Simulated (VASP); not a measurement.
# AlN (P6_3mc) in VASP: further runs, part 2 of 2

VASP 6.6.1. The steps go on from the part before.

## (4) Single point, r2SCAN (volume changed by -3%)

The input, POSCAR:

```
AlN
1.0
    3.0753108682      0.0000000000      0.0000000000
   -1.5376554341      2.6632973364      0.0000000000
    0.0000000000      0.0000000000      4.9282993092
Al N
2 2
Direct
    0.3333333333      0.6666666667     -0.0032954729
    0.6666666667      0.3333333333      0.4967045271
    0.3333333333      0.6666666667      0.3782954729
    0.6666666667      0.3333333333      0.8782954729
```

The input, INCAR.step1:

```
  PREC = Accurate
  ENCUT = 520
  ISMEAR = 0
  SIGMA = 0.01
  LREAL = F
  LASPH = T
  NELM = 60
  NBANDS = 16
  GGA = PE
  ALGO = Normal
  EDIFF = 1E-4
  LWAVE = T
  LCHARG = F
```

The input, INCAR.step2:

```
  PREC = Accurate
  ENCUT = 520
  EDIFF = 1E-6
  ISMEAR = 0
  SIGMA = 0.01
  LREAL = F
  LASPH = T
  NELM = 60
  ALGO = Normal
  ISIF = 2
  LWAVE = F
  LCHARG = F
  METAGGA = R2SCAN
  LMIXTAU = T
  NBANDS = 16
  ISTART = 1
```

The input, KPOINTS:

```
Automatic mesh
0
Gamma
  9 9 4
```

Potentials or basis: VASP PAW PBE potentials, release 64 (Al, N).

Started as:

```sh
$ cat potpaw_PBE.64/Al/POTCAR potpaw_PBE.64/N/POTCAR > POTCAR
$ cp INCAR.step1 INCAR
$ mpirun -np 1 vasp_std > vasp.out
$ cp INCAR.step2 INCAR
$ mpirun -np 1 vasp_std > vasp.out
```

OUTCAR:

```text
PREC = Accurate
   ENCUT = 520
   EDIFF = 1E-6
   ISMEAR = 0
   LREAL = F
   LASPH = T
   NELM = 60
   ISIF = 2
   METAGGA = R2SCAN
   ISTART = 1

 ion  position               nearest neighbor table
   1  0.333  0.667  0.997-   4 1.87   4 1.87   4 1.87   3 1.88   2 3.04   2 3.04   2 3.04   2 3.04
                             2 3.04   2 3.04
   2  0.667  0.333  0.497-   3 1.87   3 1.87   3 1.87   4 1.88   1 3.04   1 3.04   1 3.04   1 3.04
                             1 3.04   1 3.04
   3  0.333  0.667  0.378-   2 1.87   2 1.87   2 1.87   1 1.88
   4  0.667  0.333  0.878-   1 1.87   1 1.87   1 1.87   2 1.88

  LATTYP: Found a hexagonal cell.
 ALAT       =     3.0753108682
 C/A-ratio  =     1.6025369533

  Lattice vectors:

 A1 = (   3.0753108682,   0.0000000000,   0.0000000000)
 A2 = (  -1.5376554341,   2.6632973364,   0.0000000000)
 A3 = (   0.0000000000,   0.0000000000,   4.9282993092)

Analysis of symmetry for initial positions (statically):
=====================================================================
 Subroutine PRICEL returns:
 Original cell was already a primitive cell.
[... 180 lines left out ...]
 cond. band min:      11.4178417346   @ k =   0.0000   0.0000   0.0000
 fundamental gap:      5.2058802708
 Fermi energy:         6.3178973836

 k-point     1 :       0.0000    0.0000    0.0000
  band No.  band energies     occupation
      1      -9.9551      2.00000
      2      -7.7380      2.00000
      3       0.0018      2.00000
      4       5.3138      2.00000
      5       5.3138      2.00000
      6       5.9810      2.00000
[... 433 lines left out ...]
      3       1.4517      2.00000
      4       1.6739      2.00000
      5       1.6739      2.00000
      6       3.1200      2.00000
[... 8 lines left out ...]
     15      20.4931      0.00000
     16      23.2919      0.00000

 [... further k-points ...]

------------------------ aborting loop because EDIFF is reached ----------------------------------------

  FORCE on cell =-STRESS in cart. coord.  units (eV):
  Direction    XX          YY          ZZ          XY          YZ          ZX
  --------------------------------------------------------------------------------------
  -------------------------------------------------------------------------------------
  Total        1.6605951      1.6605951      1.5456023      0.0000000      0.0000000     -0.0000000
  in kB       65.9126228     65.9126228     61.3483059      0.0000000      0.0000000     -0.0000000
  external PRESSURE =      64.3911839 kB  Pullay stress =       0.0000000 kB

 VOLUME and BASIS-vectors are now :
 -----------------------------------------------------------------------------
  energy-cutoff  :      520.00
  volume of cell :       40.37
      direct lattice vectors                 reciprocal lattice vectors
     3.075310868  0.000000000  0.000000000     0.325170379  0.187737206  0.000000000
    -1.537655434  2.663297336  0.000000000     0.000000000  0.375474411  0.000000000
     0.000000000  0.000000000  4.928299309     0.000000000  0.000000000  0.202909754

 POSITION                                       TOTAL-FORCE (eV/Angst)
 -----------------------------------------------------------------------------------
     -0.00000      1.77553      4.91206         0.000000      0.000000     -0.015835
      1.53766      0.88777      2.44791        -0.000000      0.000000     -0.015835
     -0.00000      1.77553      1.86435         0.000000      0.000000      0.015835
      1.53766      0.88777      4.32850         0.000000     -0.000000      0.015835
 -----------------------------------------------------------------------------------
    total drift:                               -0.000000     -0.000000     -0.021422

  FREE ENERGIE OF THE ION-ELECTRON SYSTEM (eV)
  ---------------------------------------------------
  free  energy   TOTEN  =       -38.4322590739 eV

  energy  without entropy=      -38.4322590739  energy(sigma->0) =      -38.43225907
```

OSZICAR.step1:

```text
N       E                     dE             d eps       ncg     rms          rms(c)
DAV:   1     0.414874899662E+02    0.41487E+02   -0.72872E+03  1160   0.891E+02
DAV:   2    -0.311295469235E+02   -0.72617E+02   -0.66103E+02  1592   0.191E+02
DAV:   3    -0.345712020322E+02   -0.34417E+01   -0.34291E+01  1464   0.429E+01
DAV:   4    -0.345916080524E+02   -0.20406E-01   -0.20405E-01  1392   0.368E+00
DAV:   5    -0.345918616586E+02   -0.25361E-03   -0.25361E-03  1504   0.415E-01    0.124E+01
DAV:   6    -0.297020076767E+02    0.48899E+01   -0.10659E+01  1376   0.239E+01    0.426E+00
DAV:   7    -0.297189493647E+02   -0.16942E-01   -0.72129E-01  1240   0.597E+00    0.301E+00
DAV:   8    -0.297112531740E+02    0.76962E-02   -0.57949E-02  1272   0.220E+00    0.543E-01
DAV:   9    -0.297065033946E+02    0.47498E-02   -0.12049E-02  1504   0.811E-01    0.238E-01
DAV:  10    -0.297071094374E+02   -0.60604E-03   -0.22154E-03  1232   0.294E-01    0.127E-01
DAV:  11    -0.297070305591E+02    0.78878E-04   -0.17542E-04  1016   0.102E-01
   1 F= -.29707031E+02 E0= -.29707031E+02  d E =-.527020E-21
```

Wall time 48 s (1 thread of AMD EPYC 9R45 (Zen 5), shared host); peak memory 0.14 GiB.

What came out:

| Item | Value |
| --- | --- |
| Free energy | -38.4323 eV |
| Pressure | 6.4 GPa |
| Largest force | 0.016 eV/Å |
| Band gap on the k mesh | 5.21 eV, direct |

Forces on the atoms (eV/Å):
```
Al   0.000  0.000 -0.016
Al   0.000  0.000 -0.016
N    0.000  0.000  0.016
N    0.000  0.000  0.016
```

Levels at points of the mesh, in eV from the valence-band top:
| k point | band 6 | band 7 | band 8 | band 9 | band 10 | band 11 |
| --- | --- | --- | --- | --- | --- | --- |
| (0.00, 0.00, 0.00) | -0.23 | -0.23 | 0.00 | 5.21 | 7.82 | 11.88 |
| (0.00, 0.00, 0.50) | -0.57 | -0.57 | -0.57 | 7.54 | 7.54 | 11.58 |

Caveat: the PAW data sets were made with another functional, which shifts forces and pressure a little.

## (5) Summary

| level | cell | gap on the mesh (eV) | pressure (GPa) | largest force (eV/Å) |
| --- | --- | --- | --- | --- |
| PBE | a = 3.192, b = 3.192, c = 5.116 Å, angles 90.0, 90.0, 120.0°, 4 atoms | 3.54 | -10.3 | 0.02 |
| r2SCAN | a = 3.043, b = 3.043, c = 4.877 Å, angles 90.0, 90.0, 120.0°, 4 atoms | 5.51 | 14.4 | 0.03 |
| r2SCAN | a = 3.075, b = 3.075, c = 4.928 Å, angles 90.0, 90.0, 120.0°, 4 atoms | 5.21 | 6.4 | 0.02 |

Alike in all rows: task single point; potentials or basis VASP PAW PBE potentials, release 64 (Al, N); no spin polarisation; k mesh 9 × 9 × 4; cutoff (eV) 520; smearing gaussian 0.01 eV.

Caveats: the PAW data sets were made with another functional, which shifts forces and pressure a little (some runs).

Absolute energies hang on the potentials; compare differences alone.
